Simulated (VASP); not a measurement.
A run of VASP 6.6.1 is set up as follows.

The input INCAR:

```
ALGO = Fast
EDIFF = 1E-6
EDIFFG = -0.04
ENCUT = 600
GGA = PE
IBRION = 2
ISIF = 3
ISMEAR = 0
ISPIN = 2
LASPH = T
LCHARG = F
LMAXMIX = 4
LORBIT = 11
LREAL = F
LWAVE = F
MAGMOM = 4 4 0 0 0 0
NELM = 150
NSW = 90
PREC = Accurate
SIGMA = 0.1
```

The input KPOINTS:

```
k-points
0
Gamma
  6 6 2
```

Contents of POSCAR:

```
FePt2
1.0
    3.5571282000      0.0000000000      0.0000000000
   -1.7785641000      3.0805633900      0.0000000000
    0.0000000000      0.0000000000      7.9454155700
Fe Pt
2 4
Direct
    0.3333333300      0.6666666700      0.3333333300
    0.3333333300      0.6666666700      0.6666666700
    0.3333333300      0.6666666700      0.0000000000
    0.6666666700      0.3333333300      0.1666666700
    0.6666666700      0.3333333300      0.5000000000
    0.6666666700      0.3333333300      0.8333333300
```

Potentials or basis: VASP PAW PBE potentials, release 64 (Fe, Pt).

Run with:

```sh
$ cat potpaw_PBE.64/Fe/POTCAR potpaw_PBE.64/Pt/POTCAR > POTCAR
$ mpirun -np 1 vasp_std > vasp.out
```

Predict the site moments.

Fe +3.22; Pt +0.26, +0.37, +0.51 (each value once) μB.

What does it give for the space group after relaxing (to 0.1 Å)?

P-6m2 (No. 187).

Forces on the atoms (eV/Å):
```
Fe   0.000  0.000 -0.003
Fe   0.000  0.000  0.003
Pt   0.000  0.000  0.000
Pt   0.000  0.000 -0.028
Pt   0.000  0.000  0.000
Pt   0.000  0.000  0.028
```

Caveat: the k points lie up to 0.39 Å⁻¹ apart in the final cell.
